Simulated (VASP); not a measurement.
A run of VASP 6.6.1 is set up as follows.

File POSCAR:

```
BN
1.0
    2.5539396017      0.0000000000      0.0000000000
   -1.2769698009      2.2117765748      0.0000000000
    0.0000000000      0.0000000000      4.2268550000
N B
2 2
Direct
    0.3333333333      0.6666666667      0.1252760000
    0.6666666667      0.3333333333      0.6252760000
    0.3333333333      0.6666666667      0.4997240000
    0.6666666667      0.3333333333      0.9997240000
```

File INCAR.step1:

```
PREC = Accurate ; ENCUT = 910
ISMEAR = -1 ; SIGMA = 0.05
LREAL = F ; LASPH = T
NELM = 120 ; NBANDS = 16
GGA = PE ; ALGO = Normal
EDIFF = 1E-5 ; LWAVE = T
LCHARG = F ; GGA_COMPAT = F
```

Contents of INCAR.step2:

```
PREC = Accurate ; ENCUT = 910
EDIFF = 1E-6 ; ISMEAR = -1
SIGMA = 0.05 ; LREAL = F
LASPH = T ; NELM = 120
ALGO = Normal ; ISIF = 2
LWAVE = F ; LCHARG = F
METAGGA = R2SCAN ; LMIXTAU = T
NBANDS = 16 ; ISTART = 1
GGA_COMPAT = F
```

The input KPOINTS:

```
Automatic mesh
0
Gamma
  12 12 6
```

Potentials or basis: VASP PAW PBE potentials, release 64 (N_h, B_h).

The run is started by

```bash
$ cat potpaw_PBE.64/N_h/POTCAR potpaw_PBE.64/B_h/POTCAR > POTCAR
$ cp INCAR.step1 INCAR
$ mpirun -np 1 vasp_std > vasp.out
$ cp INCAR.step2 INCAR
$ mpirun -np 1 vasp_std > vasp.out
```

Problem. Predict the largest force.

Solution. 0.027 eV/Å.

Problem. What does it give for the pressure?

Solution. -5.3 GPa.

Problem. What does it give for the band gap on the k mesh?

Solution. 5.74 eV, indirect (least direct gap 8.93 eV).

Forces in eV/Å, atoms in the order of the input:
```
N    0.000  0.000 -0.027
N    0.000  0.000 -0.027
B    0.000  0.000  0.027
B    0.000  0.000  0.027
```

Caveat: the cutoff is under 1.25 times the usual one of these potentials, so pressure, stress and relaxed cells hold a basis-set (Pulay) error; the PAW data sets were made with another functional, which shifts forces and pressure a little. A k mesh can miss the band edges.
